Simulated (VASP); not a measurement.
Set up this calculation in VASP 6.6.1, as the native input.

* Task: single point
* Functional: PBE
* Potentials or basis: VASP PAW PBE potentials, release 64 (Ba_sv, H)
* Cutoff: 520 eV
* k mesh: 20 × 20 × 20
* Occupations: gaussian, width 0.1 eV
* Spin: no spin polarisation
* Dipole correction: no
* Further INCAR settings: ALGO = Normal; EDIFF = 1e-06; NBANDS = 12

The structure of BaH lies in POSCAR:

```
BaH
1.0
   -2.0537747511      2.0537747511      2.9024227907
    2.0537747511     -2.0537747511      2.9024227907
    2.0537747511      2.0537747511     -2.9024227907
Ba H
1 1
Direct
    0.0000000000      0.0000000000      0.0000000000
    0.5000000000      0.5000000000      0.0000000000
```

The input as run:

INCAR

```
SYSTEM = BaH
  PREC = Accurate
  ENCUT = 520
  EDIFF = 1E-6
  ISMEAR = 0
  SIGMA = 0.1
  LREAL = .False.
  LASPH = .True.
  NELM = 60
  ALGO = Normal
  ISIF = 2
  LWAVE = .False.
  LCHARG = .False.
  GGA = PE
  NBANDS = 12
```

KPOINTS

```
regular mesh
0
Gamma
  20 20 20
  0 0 0
```

Potentials or basis: VASP PAW PBE potentials, release 64 (Ba_sv, H).

Run with:

```bash
$ cat potpaw_PBE.64/Ba_sv/POTCAR potpaw_PBE.64/H/POTCAR > POTCAR
$ mpirun -np 1 vasp_std > vasp.out
```

Results of the run:

| Quantity | Value |
| --- | --- |
| Pressure | 0.4 GPa |
| Band gap on the k mesh | zero (an odd number of electrons rules out a gap without spin polarisation) |

Caveat: spin-orbit coupling is left out, which moves the levels of the heavy elements.

Wall time 3.6 min on 1 thread of Intel(R) Xeon(R) Platinum 8259CL CPU @ 2.50GHz (Skylake/Cascade Lake) (shared host), peak memory 0.51 GiB.
